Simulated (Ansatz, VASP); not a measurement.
One calculation of InSe, two programs

File INCAR:

```
PREC     = Accurate       # precision mode
ENCUT    = 520            # plane-wave cutoff, eV
EDIFF    = 1E-7           # SCF threshold, eV
ISMEAR   = 0              # smearing method
SIGMA    = 0.05           # smearing width, eV
LREAL    = False          # projectors in reciprocal space
LASPH    = True           # aspherical terms in the spheres
NELM     = 80             # most SCF steps
ALGO     = Normal         # electronic algorithm
ISIF     = 2              # what is computed and relaxed
LWAVE    = False          # write WAVECAR
LCHARG   = False          # write CHGCAR
GGA      = PE             # functional
NBANDS   = 27             # bands
```

The input KPOINTS:

```
Automatic mesh
0
Gamma
  10 10 6
```

File POSCAR:

```
InSe
1.0
    5.7405051917     -2.0621134247     -0.1283008954
    5.7405051917      2.0621134247     -0.1283008954
   -1.6592270923      0.0000000000      5.4740392055
In Se
2 2
Direct
    0.8879406234      0.8879406234      0.0535545770
    0.1120593766      0.1120593766      0.9464454230
    0.6665866470      0.6665866470      0.6958343541
    0.3334133530      0.3334133530      0.3041656459
```

Input for Ansatz:

```yaml
crystal:
  lattice:
    - [5.7405051917, -2.0621134247, -0.1283008954]
    - [5.7405051917, 2.0621134247, -0.1283008954]
    - [-1.6592270923, 0.0, 5.4740392055]
  atoms:
    - { symbol: In, position: [0.8879406234, 0.8879406234, 0.053554577] }
    - { symbol: In, position: [0.1120593766, 0.1120593766, 0.946445423] }
    - { symbol: Se, position: [0.666586647, 0.666586647, 0.6958343541] }
    - { symbol: Se, position: [0.333413353, 0.333413353, 0.3041656459] }
basis:
  ecutwfc: 420
  ecutrho_ratio: 4
kpoints:
  mp_grid: { grid: [10, 10, 6] }
hamiltonian:
  xc: pbe
scf:
  occupations: { method: gaussian, width: 0.05 }
  eigensolver: { kind: davidson }
output:
  forces: true
  stress: true
```

Alike in both runs: task single point; functional PBE; k mesh 10 × 10 × 6; occupations gaussian, width 0.05 eV; no spin polarisation.

|  | VASP | Ansatz |
| --- | --- | --- |
| version | VASP 6.6.1 | Ansatz 0.2.0 |
| potentials or method | VASP PAW PBE potentials, release 64 (In_d, Se), cutoff 520 eV | scalar-relativistic, plane waves, PAW |
| valence electrons in the cell | 38 | 58 |

VASP gave:

```
pressure (GPa)                     : 0.0
rms of the force components (eV/Å) : 0.006
```

Estimate Ansatz's values.

pressure (GPa): 0.0; rms of the force components (eV/Å): 0.003.

Atom by atom the forces differ by 0.007 eV/Å (rms over components). VASP's potentials hold 38 valence electrons a cell and Ansatz's 58, so a difference there can come from the potentials and not from the codes.
